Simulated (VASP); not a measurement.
# Sc2GaSbAs2 (P-4m2) in VASP: further runs

Runs on Sc2GaSbAs2. Level: PBE. Tasks: single point, relaxation of cell and atoms.

All numbers are computed with VASP 6.6.1; they aren't measurements. Logs are shortened: lines on timing, memory, paths and dates and some standing lists are left out, and cuts for length are marked.

## Step 1: The cell of the first run

Symmetry: P-4m2, No. 115, tetragonal system. The conventional cell has a = 3.995 Å, b = 3.995 Å, c = 7.887 Å, α = 90.00°, β = 90.00°, γ = 90.00°. Within 3.6 Å of Sc (site symmetry 2mm) lie 5 As at 2.72 to 2.83 Å and 2 Ga at 3.23 Å and 2 Sb at 3.23 Å. Ga (site symmetry -4m2) has 4 Sb at 2.83 Å and 4 Sc at 3.23 Å and 4 As at 3.30 Å within 3.7 Å. Sb (site symmetry -4m2) has 4 Ga at 2.83 Å and 4 Sc at 3.23 Å and 4 As at 3.30 Å within 3.7 Å. Within 3.6 Å of As (site symmetry 2mm) lie 5 Sc at 2.72 to 2.83 Å and 2 Ga at 3.30 Å and 2 Sb at 3.30 Å.

The cell was generated, and may not be a known phase.

## Step 2: Single point, PBE, collinear spin

Input file INCAR:

```
ALGO     = Normal         # electronic algorithm
EDIFF    = 1E-6           # SCF threshold, eV
ENCUT    = 520            # plane-wave cutoff, eV
GGA      = PE             # functional
ISIF     = 2              # what is computed and relaxed
ISMEAR   = 0              # smearing method
ISPIN    = 2              # spin polarisation
LASPH    = T              # aspherical terms in the spheres
LCHARG   = F              # write CHGCAR
LMAXMIX  = 4              # l up to which the mixer works
LORBIT   = 11             # projections on sites
LREAL    = F              # projectors in reciprocal space
LWAVE    = F              # write WAVECAR
MAGMOM   = 1 1 0 0 0 0    # initial moments
NBANDS   = 38             # bands
NELM     = 150            # most SCF steps
PREC     = Accurate       # precision mode
SIGMA    = 0.1            # smearing width, eV
```

Input file KPOINTS:

```
k-points
0
Gamma
  4 4 2
```

Input file POSCAR:

```
Sc2GaSbAs2
1.0
    3.9952396683      0.0000000000      0.0000000000
    0.0000000000      3.9952396683      0.0000000000
    0.0000000000      0.0000000000      7.8866143115
Sc Ga Sb As
2 1 1 2
Direct
    0.5000000000      0.0000000000      0.3220336267
    0.0000000000      0.5000000000      0.6779663733
    0.0000000000      0.0000000000      0.0000000000
    0.5000000000      0.5000000000      0.0000000000
    0.5000000000      0.0000000000      0.6669596454
    0.0000000000      0.5000000000      0.3330403546
```

Potentials or basis: VASP PAW PBE potentials, release 64 (Sc_sv, Ga_d, Sb, As).

Run with:

```console
$ cat potpaw_PBE.64/Sc_sv/POTCAR potpaw_PBE.64/Ga_d/POTCAR potpaw_PBE.64/Sb/POTCAR potpaw_PBE.64/As/POTCAR > POTCAR
$ mpirun -np 1 vasp_std > vasp.out
```

OUTCAR:

```text
EDIFF = 1E-6
   ENCUT = 520
   GGA = PE
   ISIF = 2
   ISMEAR = 0
   ISPIN = 2
   LASPH = T
   LORBIT = 11
   LREAL = F
   NELM = 150
   PREC = Accurate

 ion  position               nearest neighbor table
   1  0.500  0.000  0.322-   5 2.72   6 2.83   6 2.83   6 2.83   6 2.83   4 3.23   4 3.23
   2  0.000  0.500  0.678-   6 2.72   5 2.83   5 2.83   5 2.83   5 2.83   4 3.23   4 3.23
   3  0.000  0.000  0.000-   4 2.83   4 2.83   4 2.83   4 2.83
   4  0.500  0.500  0.000-   3 2.83   3 2.83   3 2.83   3 2.83   2 3.23   2 3.23   1 3.23   1 3.23
                             5 3.30   6 3.30   6 3.30   5 3.30
   5  0.500  0.000  0.667-   1 2.72   2 2.83   2 2.83   2 2.83   2 2.83   4 3.30   4 3.30
   6  0.000  0.500  0.333-   2 2.72   1 2.83   1 2.83   1 2.83   1 2.83   4 3.30   4 3.30

  LATTYP: Found a simple tetragonal cell.
 ALAT       =     3.9952396683
 C/A-ratio  =     1.9740028049

  Lattice vectors:

 A1 = (   3.9952396683,   0.0000000000,   0.0000000000)
 A2 = (   0.0000000000,   3.9952396683,   0.0000000000)
 A3 = (   0.0000000000,   0.0000000000,   7.8866143115)

Analysis of symmetry for initial positions (statically):
=====================================================================
 Subroutine PRICEL returns:
 Original cell was already a primitive cell.

 Routine SETGRP: Setting up the symmetry group for a
 simple tetragonal supercell.

 Subroutine GETGRP returns: Found  8 space group operations
 (whereof  8 operations were pure point group operations)
 out of a pool of 16 trial point group operations.

The static configuration has the point symmetry D_2d.

Analysis of symmetry for dynamics (positions and initial velocities):
=====================================================================
 Subroutine PRICEL returns:
 Original cell was already a primitive cell.

 Routine SETGRP: Setting up the symmetry group for a
 simple tetragonal supercell.

 Subroutine GETGRP returns: Found  8 space group operations
 (whereof  8 operations were pure point group operations)
 out of a pool of 16 trial point group operations.

The dynamic configuration has the point symmetry D_2d.

Analysis of structural, dynamic, and magnetic symmetry:
=====================================================================
 Subroutine PRICEL returns:
 Original cell was already a primitive cell.

 Routine SETGRP: Setting up the symmetry group for a
 simple tetragonal supercell.

 Subroutine GETGRP returns: Found  8 space group operations
 (whereof  8 operations were pure point group operations)
 out of a pool of 16 trial point group operations.

The overall configuration has the point symmetry D_2d.

 Subroutine INISYM returns: Found  8 space group operations
 (whereof  8 operations are pure point group operations),
 and found     1 'primitive' translations

----------------------------------------------------------------------------------------

                                     Primitive cell

  volume of cell :     125.8857

  direct lattice vectors                    reciprocal lattice vectors
     3.995239668  0.000000000  0.000000000     0.250297875  0.000000000  0.000000000
     0.000000000  3.995239668  0.000000000     0.000000000  0.250297875  0.000000000
     0.000000000  0.000000000  7.886614311     0.000000000  0.000000000  0.126797122

  length of vectors
     3.995239668  3.995239668  7.886614311     0.250297875  0.250297875  0.126797122

  position of ions in fractional coordinates (direct lattice)
     0.500000000  0.000000000  0.322033627
     0.000000000  0.500000000  0.677966373
     0.000000000  0.000000000  0.000000000
     0.500000000  0.500000000  0.000000000
     0.500000000  0.000000000  0.666959645
     0.000000000  0.500000000  0.333040355

  ion indices of the primitive-cell ions
   primitive index   ion index
                 1           1
                 2           2
                 3           3
                 4           4
                 5           5
                 6           6

[... 33 lines left out ...]
[... 39 lines left out ...]
  energy-cutoff  :      520.00
  volume of cell :      125.89
 maximum number of plane-waves:      3414
 NGX is ok and might be reduce to    30
   NGX = 15   NGY = 15   NGZ = 29

 number of electron      50.0000002 magnetization       0.0002147

 Free energy of the ion-electron system (eV)
  ---------------------------------------------------
  ext. energy  EPLUGINS =         0.00000000
  ---------------------------------------------------
  free energy    TOTEN  =       -33.07827020 eV

  energy without entropy =      -33.05786425  energy(sigma->0) =      -33.06806723

 E-fermi :   6.1844     XC(G=0): -10.5268

 val. band max:        5.9754921854   @ k =   0.5000   0.0000   0.5000
 cond. band min:       6.1883436567   @ k =   0.5000   0.0000   0.5000
 fundamental gap:      0.2128514713
 Fermi energy:         6.1843733312

 spin component 1

 k-point     1 :       0.0000    0.0000    0.0000
  band No.  band energies     occupation
      1     -43.7496      1.00000
      2     -43.7464      1.00000
      3     -22.4186      1.00000
      4     -22.3893      1.00000
      5     -22.3751      1.00000
      6     -22.3751      1.00000
[... 469 lines left out ...]
     36       9.2081      0.00000
     37       9.2081      0.00000
 Fermi energy:         6.1843733312

 spin component 2

 k-point     1 :       0.0000    0.0000    0.0000
  band No.  band energies     occupation
      1     -43.7496      1.00000
      2     -43.7464      1.00000
      3     -22.4186      1.00000
      4     -22.3893      1.00000
      5     -22.3751      1.00000
      6     -22.3751      1.00000
[... 469 lines left out ...]
     36       9.2081      0.00000
     37       9.2081      0.00000
 [bands above 37 left out]

------------------------ aborting loop because EDIFF is reached ----------------------------------------

  FORCE on cell =-STRESS in cart. coord.  units (eV):
  Direction    XX          YY          ZZ          XY          YZ          ZX
  --------------------------------------------------------------------------------------
  -------------------------------------------------------------------------------------
  Total       -0.0976740     -0.0976740     -0.2784974      0.0000000     -0.0000000      0.0000000
  in kB       -1.2431209     -1.2431209     -3.5445037      0.0000000     -0.0000000      0.0000000
  external PRESSURE =      -2.0102485 kB  Pullay stress =       0.0000000 kB

 VOLUME and BASIS-vectors are now :
 -----------------------------------------------------------------------------
  energy-cutoff  :      520.00
  volume of cell :      125.89
      direct lattice vectors                 reciprocal lattice vectors
     3.995239668  0.000000000  0.000000000     0.250297875  0.000000000  0.000000000
     0.000000000  3.995239668  0.000000000     0.000000000  0.250297875  0.000000000
     0.000000000  0.000000000  7.886614311     0.000000000  0.000000000  0.126797122

 POSITION                                       TOTAL-FORCE (eV/Angst)
 -----------------------------------------------------------------------------------
      1.99762      0.00000      2.53976        -0.000000      0.000000      0.075630
      0.00000      1.99762      5.34686        -0.000000     -0.000000     -0.075630
      0.00000      0.00000      0.00000        -0.000000     -0.000000      0.000000
      1.99762      1.99762      0.00000        -0.000000     -0.000000      0.000000
      1.99762      0.00000      5.26005         0.000000     -0.000000     -0.032831
      0.00000      1.99762      2.62656        -0.000000     -0.000000      0.032831
 -----------------------------------------------------------------------------------
    total drift:                                0.000000      0.000000      0.000000

  FREE ENERGIE OF THE ION-ELECTRON SYSTEM (eV)
  ---------------------------------------------------
  free  energy   TOTEN  =       -33.0782702048 eV

  energy  without entropy=      -33.0578642468  energy(sigma->0) =      -33.06806723

 total charge

# of ion       s       p       d       tot
------------------------------------------
    1        2.169   6.108   1.068   9.344
    2        2.169   6.108   1.068   9.344
    3        1.011   0.595   9.969  11.575
    4        1.203   1.182   0.053   2.438
    5        1.227   1.551   0.023   2.801
    6        1.227   1.551   0.023   2.801
--------------------------------------------------
tot          9.006  17.094  12.203  38.303

 magnetization (x)

# of ion       s       p       d       tot
------------------------------------------
    1        0.000   0.000   0.000   0.000
    2        0.000   0.000   0.000   0.000
    3       -0.000  -0.000   0.000  -0.000
    4        0.000   0.000   0.000   0.000
    5       -0.000   0.000   0.000   0.000
    6       -0.000   0.000   0.000   0.000
--------------------------------------------------
tot         -0.000   0.000   0.000   0.000
```

Run time: 84 s. Hardware: 1 thread of AMD EPYC 9R45 (Zen 5), shared host; peak memory 0.28 GiB.

What came out:

```yaml
Free_energy: -33.0783 eV
Pressure: -0.2 GPa
Largest_force: 0.076 eV/Å
Band_gap_on_the_k_mesh: zero (filled and empty bands overlap)
Net_moment: 0.00 μB per cell
Valence_electrons_inside_the_program's_atomic_spheres: Sc 9.34; Ga 11.57; Sb 2.44; As 2.80
```

Forces in eV/Å, atoms in the order of the input:
```
Sc   0.000  0.000  0.076
Sc   0.000  0.000 -0.076
Ga   0.000  0.000  0.000
Sb   0.000  0.000  0.000
As   0.000  0.000 -0.033
As   0.000  0.000  0.033
```

Levels at points of the mesh, in eV from the Fermi level:
Spin up:
```tsv
k point	band 23	band 24	band 25	band 26	band 27	band 28
(0.00, 0.00, 0.00)	-0.97	-0.42	-0.42	-0.37	0.25	1.22
(0.50, 0.00, 0.00)	-1.82	-0.27	0.01	0.85	1.05	1.70
(0.50, 0.50, 0.00)	-2.96	-1.77	-1.77	0.70	1.11	1.25
(0.00, 0.00, 0.50)	-1.25	-0.71	-0.37	0.61	0.61	1.00
(0.50, 0.00, 0.50)	-2.14	-0.21	0.00	0.39	1.14	1.95
(0.50, 0.50, 0.50)	-1.58	-1.18	-0.96	-0.93	-0.93	1.96
```
Spin down:
| k point | band 23 | band 24 | band 25 | band 26 | band 27 | band 28 |
| --- | --- | --- | --- | --- | --- | --- |
| (0.00, 0.00, 0.00) | -0.97 | -0.42 | -0.42 | -0.37 | 0.25 | 1.22 |
| (0.50, 0.00, 0.00) | -1.82 | -0.27 | 0.01 | 0.85 | 1.05 | 1.70 |
| (0.50, 0.50, 0.00) | -2.96 | -1.77 | -1.77 | 0.70 | 1.11 | 1.25 |
| (0.00, 0.00, 0.50) | -1.25 | -0.71 | -0.37 | 0.61 | 0.61 | 1.00 |
| (0.50, 0.00, 0.50) | -2.14 | -0.21 | 0.00 | 0.39 | 1.14 | 1.95 |
| (0.50, 0.50, 0.50) | -1.58 | -1.18 | -0.96 | -0.93 | -0.93 | 1.96 |

Caveat: the k points lie up to 0.40 Å⁻¹ apart, too coarse for converged energies and pressures of a metal; spin-orbit coupling is left out, which moves the levels of the heavy elements.

[end of part 1 of 2]

The gap in the log of VASP goes by the Fermi energy; the results here count the filled bands.